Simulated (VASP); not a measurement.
Write the native input for VASP 6.6.1 that does the following.

- Task: single point
- Functional: PBEsol
- Potentials or basis: VASP PAW PBE potentials, release 64 (Sc_sv, Al)
- Cutoff: 520 eV
- k mesh: 4 × 4 × 4
- Occupations: gaussian, width 0.1 eV
- Spin: no spin polarisation
- Dipole correction: no
- Further INCAR settings: ALGO = Normal; EDIFF = 1e-06; NBANDS = 18

The structure of ScAl3 lies in POSCAR:

```
ScAl3
1.0
    4.0878065700      0.0000000000      0.0000000000
    0.0000000000      4.0878065700      0.0000000000
    0.0000000000      0.0000000000      4.0878065700
Sc Al
1 3
Direct
    0.0000000000      0.0000000000      0.0000000000
    0.5000000000      0.0000000000      0.5000000000
    0.0000000000      0.5000000000      0.5000000000
    0.5000000000      0.5000000000      0.0000000000
```

The input as run:

INCAR

```
PREC     = Accurate       # precision mode
ENCUT    = 520            # plane-wave cutoff, eV
EDIFF    = 1E-6           # SCF threshold, eV
ISMEAR   = 0              # smearing method
SIGMA    = 0.1            # smearing width, eV
LREAL    = False          # projectors in reciprocal space
LASPH    = True           # aspherical terms in the spheres
NELM     = 100            # most SCF steps
ALGO     = Normal         # electronic algorithm
ISIF     = 2              # what is computed and relaxed
LWAVE    = False          # write WAVECAR
LCHARG   = False          # write CHGCAR
GGA      = PS             # functional
NBANDS   = 18             # bands
```

KPOINTS

```
regular mesh
0
Gamma
  4 4 4
```

Potentials or basis: VASP PAW PBE potentials, release 64 (Sc_sv, Al).

The run is started by

```console
$ cat potpaw_PBE.64/Sc_sv/POTCAR potpaw_PBE.64/Al/POTCAR > POTCAR
$ mpirun -np 1 vasp_std > vasp.out
```

Results of the run:

| Quantity | Value |
| --- | --- |
| Pressure | -0.8 GPa |
| Band gap on the k mesh | zero (band 10 reaches 8.08 eV, above the bottom of band 11 at 4.25 eV) |

Caveat: the k points lie up to 0.38 Å⁻¹ apart; the PAW data sets were made with another functional, which shifts forces and pressure a little.

Wall time 6.7 s on 1 thread of Intel(R) Xeon(R) 6975P-C (Granite Rapids) (shared host), peak memory 0.16 GiB.
